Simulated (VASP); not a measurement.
# AgBr (Fm-3m) in VASP: further runs, part 2 of 2

VASP 6.6.1. The steps go on from the part before.

## 4. Single point, PBE

This run uses another cell than the first one, of 24.94 Å³/atom.

INCAR reads:

```
SYSTEM = AgBr
PREC = Accurate
ENCUT = 500
EDIFF = 1E-6
ISMEAR = 0
SIGMA = 0.01
LREAL = .False.
LASPH = .True.
NELM = 120
ALGO = Normal
ISIF = 2
LWAVE = .False.
LCHARG = .False.
GGA = PE
NBANDS = 16
GGA_COMPAT = .False.
```

KPOINTS reads:

```
regular mesh
0
Gamma
  6 6 6
  0 0 0
```

POSCAR reads:

```
AgBr
1.0
    0.0000000000      2.9216611076      2.9216611076
    2.9216611076      0.0000000000      2.9216611076
    2.9216611076      2.9216611076      0.0000000000
Ag Br
1 1
Direct
    0.0000000000      0.0000000000      0.0000000000
    0.5000000000      0.5000000000      0.5000000000
```

Run with:

```sh
cat potpaw_PBE.64/Ag/POTCAR potpaw_PBE.64/Br/POTCAR > POTCAR
mpirun -np 1 vasp_std > vasp.out
```

Run time: 18 s. Hardware: 1 thread of Intel Xeon 8259CL, shared host; peak memory 0.17 GiB.

It converged, with:

| Property | Result |
| --- | --- |
| Free energy | -4.9992 eV |
| Pressure | -0.1 GPa |
| Band gap on the k mesh | 0.69 eV (least direct gap 2.43 eV) |

Levels at points of the mesh, in eV from the valence-band top:
```
           k point  band 7  band 8  band 9  band 10  band 11  band 12
(0.00, 0.00, 0.00)   -1.75   -1.75   -1.75     0.69     9.93     9.93
(0.50, 0.00, 0.00)   -2.00    0.00    0.00     3.88     6.28     6.86
(0.50, 0.50, 0.00)   -2.22   -2.22   -2.16     1.71     7.15     8.85
```

A k mesh can miss the band edges. PBE gaps usually lie below the measured ones, often by a third to a half.

## 5. Single point, PBE (25.69 Å³/atom)

This run uses another cell than the first one, of 25.69 Å³/atom.

INCAR reads:

```
SYSTEM = AgBr
  PREC = Accurate
  ENCUT = 500
  EDIFF = 1E-6
  ISMEAR = 0
  SIGMA = 0.01
  LREAL = .FALSE.
  LASPH = .TRUE.
  NELM = 120
  ALGO = Normal
  ISIF = 2
  LWAVE = .FALSE.
  LCHARG = .FALSE.
  GGA = PE
  NBANDS = 16
  GGA_COMPAT = .FALSE.
```

KPOINTS reads:

```
regular mesh
0
G
  6 6 6
  0 0 0
```

POSCAR reads:

```
AgBr
1.0
    0.0000000000      2.9505903267      2.9505903267
    2.9505903267      0.0000000000      2.9505903267
    2.9505903267      2.9505903267      0.0000000000
Ag Br
1 1
Direct
    0.0000000000      0.0000000000      0.0000000000
    0.5000000000      0.5000000000      0.5000000000
```

Run with:

```sh
cat potpaw_PBE.64/Ag/POTCAR potpaw_PBE.64/Br/POTCAR > POTCAR
mpirun -np 1 vasp_std > vasp.out
```

Wall time 19 s (1 thread of Intel Xeon 8259CL, shared host); peak memory 0.17 GiB.

Results (log left out):

| Property | Result |
| --- | --- |
| Free energy | -4.9937 eV |
| Pressure | -1.1 GPa |
| Band gap on the k mesh | 0.70 eV (least direct gap 2.35 eV) |

Levels at points of the mesh, in eV from the valence-band top:
```
           k point  band 5  band 6  band 7  band 8  band 9  band 10  band 11  band 12  band 13  band 14
(0.00, 0.00, 0.00)   -2.47   -2.47   -1.64   -1.64   -1.64     0.70     9.93     9.93     9.93    11.31
(0.50, 0.00, 0.00)   -2.23   -2.23   -1.92    0.00    0.00     3.96     6.12     6.91     6.91    12.05
(0.50, 0.50, 0.00)   -2.43   -2.34   -2.14   -2.14   -2.09     1.77     7.20     8.74    10.65    10.65
```

A k mesh can miss the band edges. A hybrid or GW would open this gap; PBE tends to underestimate it.

## 6. Single point, PBE (26.44 Å³/atom)

This run uses another cell than the first one, of 26.44 Å³/atom.

INCAR reads:

```
SYSTEM = AgBr
  ALGO = Normal
  EDIFF = 1E-6
  ENCUT = 500
  GGA = PE
  GGA_COMPAT = .False.
  ISIF = 2
  ISMEAR = 0
  LASPH = .True.
  LCHARG = .True.
  LELF = .True.
  LREAL = .False.
  LVHAR = .True.
  LWAVE = .False.
  NBANDS = 16
  NELM = 120
  PREC = Accurate
  SIGMA = 0.01
```

KPOINTS reads:

```
k-points
0
Gamma
  6 6 6
  0 0 0
```

POSCAR reads:

```
AgBr
1.0
    0.0000000000      2.9789631281      2.9789631281
    2.9789631281      0.0000000000      2.9789631281
    2.9789631281      2.9789631281      0.0000000000
Ag Br
1 1
Direct
    0.0000000000      0.0000000000      0.0000000000
    0.5000000000      0.5000000000      0.5000000000
```

Potentials or basis: VASP PAW PBE potentials, release 64 (Ag, Br).

Run with:

```sh
cat potpaw_PBE.64/Ag/POTCAR potpaw_PBE.64/Br/POTCAR > POTCAR
mpirun -np 1 vasp_std > vasp.out
```

OUTCAR:

```text
SYSTEM = AgBr
   EDIFF = 1E-6
   ENCUT = 500
   GGA = PE
   ISIF = 2
   ISMEAR = 0
   LASPH = .True.
   LREAL = .False.
   NELM = 120
   PREC = Accurate

 ion  position               nearest neighbor table
   1  0.000  0.000  0.000-   2 2.98   2 2.98   2 2.98   2 2.98   2 2.98   2 2.98
   2  0.500  0.500  0.500-   1 2.98   1 2.98   1 2.98   1 2.98   1 2.98   1 2.98

  LATTYP: Found a face centered cubic cell.
 ALAT       =     5.9579262562

  Lattice vectors:

 A1 = (   0.0000000000,   2.9789631281,   2.9789631281)
 A2 = (   2.9789631281,   0.0000000000,   2.9789631281)
 A3 = (   2.9789631281,   2.9789631281,   0.0000000000)

Analysis of symmetry for initial positions (statically):
=====================================================================
 Subroutine PRICEL returns:
 Original cell was already a primitive cell.

 Routine SETGRP: Setting up the symmetry group for a
 face centered cubic supercell.

 Subroutine GETGRP returns: Found 48 space group operations
 (whereof 48 operations were pure point group operations)
 out of a pool of 48 trial point group operations.

The static configuration has the point symmetry O_h .

[... 149 lines left out ...]
  energy without entropy =       -4.97921231  energy(sigma->0) =       -4.97921231

 E-fermi :   2.4004     XC(G=0):  -9.2997

 val. band max:        2.3306584287   @ k =   0.5000   0.0000   0.0000
 cond. band min:       3.0481881592   @ k =   0.0000   0.0000   0.0000
 fundamental gap:      0.7175297305
 Fermi energy:         2.4004171412

 k-point     1 :       0.0000    0.0000    0.0000
  band No.  band energies     occupation
      1     -12.0784      2.00000
      2      -0.0460      2.00000
      3      -0.0460      2.00000
      4      -0.0455      2.00000
      5      -0.0455      2.00000
      6      -0.0455      2.00000
[... 281 lines left out ...]
      3      -1.0232      2.00000
      4      -0.6912      2.00000
      5       0.2433      2.00000
      6       0.2626      2.00000
[... 8 lines left out ...]
     15      15.6859      0.00000
     16      16.9949      0.00000

------------------------ aborting loop because EDIFF is reached ----------------------------------------

  FORCE on cell =-STRESS in cart. coord.  units (eV):
  Direction    XX          YY          ZZ          XY          YZ          ZX
  --------------------------------------------------------------------------------------
  -------------------------------------------------------------------------------------
  Total       -0.6541443     -0.6541443     -0.6541443     -0.0000000     -0.0000000     -0.0000000
  in kB      -19.8225164    -19.8225164    -19.8225164     -0.0000000     -0.0000000     -0.0000000
  external PRESSURE =     -19.8225164 kB  Pullay stress =       0.0000000 kB

 VOLUME and BASIS-vectors are now :
 -----------------------------------------------------------------------------
  energy-cutoff  :      500.00
  volume of cell :       52.87
      direct lattice vectors                 reciprocal lattice vectors
     0.000000000  2.978963128  2.978963128    -0.167843635  0.167843635  0.167843635
     2.978963128  0.000000000  2.978963128     0.167843635 -0.167843635  0.167843635
     2.978963128  2.978963128  0.000000000     0.167843635  0.167843635 -0.167843635

 POSITION                                       TOTAL-FORCE (eV/Angst)
 -----------------------------------------------------------------------------------
      0.00000      0.00000      0.00000        -0.000000      0.000000     -0.000000
      2.97896      2.97896      2.97896         0.000000     -0.000000      0.000000
 -----------------------------------------------------------------------------------
    total drift:                                0.000000     -0.000000     -0.000000

  FREE ENERGIE OF THE ION-ELECTRON SYSTEM (eV)
  ---------------------------------------------------
  free  energy   TOTEN  =        -4.9792123109 eV

  energy  without entropy=       -4.9792123109  energy(sigma->0) =       -4.97921231
```

OSZICAR:

```text
N       E                     dE             d eps       ncg     rms          rms(c)
DAV:   1     0.935336670677E+02    0.93534E+02   -0.80472E+03   520   0.950E+02
DAV:   2    -0.186343778768E+01   -0.95397E+02   -0.88794E+02   624   0.211E+02
DAV:   3    -0.509374785871E+01   -0.32303E+01   -0.32226E+01   632   0.399E+01
DAV:   4    -0.511076249148E+01   -0.17015E-01   -0.17014E-01   680   0.316E+00
DAV:   5    -0.511093196466E+01   -0.16947E-03   -0.16947E-03   600   0.313E-01    0.436E+00
DAV:   6    -0.498385646699E+01    0.12708E+00   -0.18427E-01   632   0.595E+00    0.294E+00
DAV:   7    -0.497900608574E+01    0.48504E-02   -0.65962E-02   568   0.168E+00    0.133E+00
DAV:   8    -0.497908582884E+01   -0.79743E-04   -0.48578E-03   648   0.693E-01    0.265E-01
DAV:   9    -0.497917133079E+01   -0.85502E-04   -0.54178E-04   576   0.277E-01    0.397E-02
DAV:  10    -0.497920646171E+01   -0.35131E-04   -0.67225E-05   656   0.103E-01    0.256E-02
DAV:  11    -0.497921259426E+01   -0.61326E-05   -0.15046E-05   592   0.304E-02    0.634E-03
DAV:  12    -0.497921231093E+01    0.28334E-06   -0.12514E-06   512   0.997E-03
   1 F= -.49792123E+01 E0= -.49792123E+01  d E =-.153485E-24
```

stdout:

```text
POSCAR found type information on POSCAR AgBr
 POSCAR found :  2 types and       2 ions
 scaLAPACK will be used
 LDA part: xc-table for (Slater+PW92), standard interpolation
 POSCAR, INCAR and KPOINTS ok, starting setup
 FFT: planning ... GRIDC
 FFT: planning ... GRID_SOFT
 FFT: planning ... GRID
 WAVECAR not read
 entering main loop
```

Run time: 19 s. Hardware: 1 thread of Intel Xeon 8259CL, shared host; peak memory 0.18 GiB.

Results:

```
Free energy            : -4.9792 eV
Pressure               : -2.0 GPa
Band gap on the k mesh : 0.72 eV (least direct gap 2.27 eV)
```

A k mesh can miss the band edges. As with any semilocal functional, this PBE gap is likely too small.

## 7. Summary

```csv
cell,gap on the mesh (eV),pressure (GPa)
"a = 4.048 Å, angles 60.0°, 2 atoms",0.67,2.7
"a = 4.090 Å, angles 60.0°, 2 atoms",0.68,1.2
"a = 4.132 Å, angles 60.0°, 2 atoms",0.69,-0.1
"a = 4.173 Å, angles 60.0°, 2 atoms",0.70,-1.1
"a = 4.213 Å, angles 60.0°, 2 atoms",0.72,-2.0
```

Alike in all rows: task single point; level PBE; potentials or basis VASP PAW PBE potentials, release 64 (Ag, Br); no spin polarisation; k mesh 6 × 6 × 6; cutoff (eV) 500; smearing gaussian 0.01 eV.

Absolute energies hang on the potentials; compare differences alone.
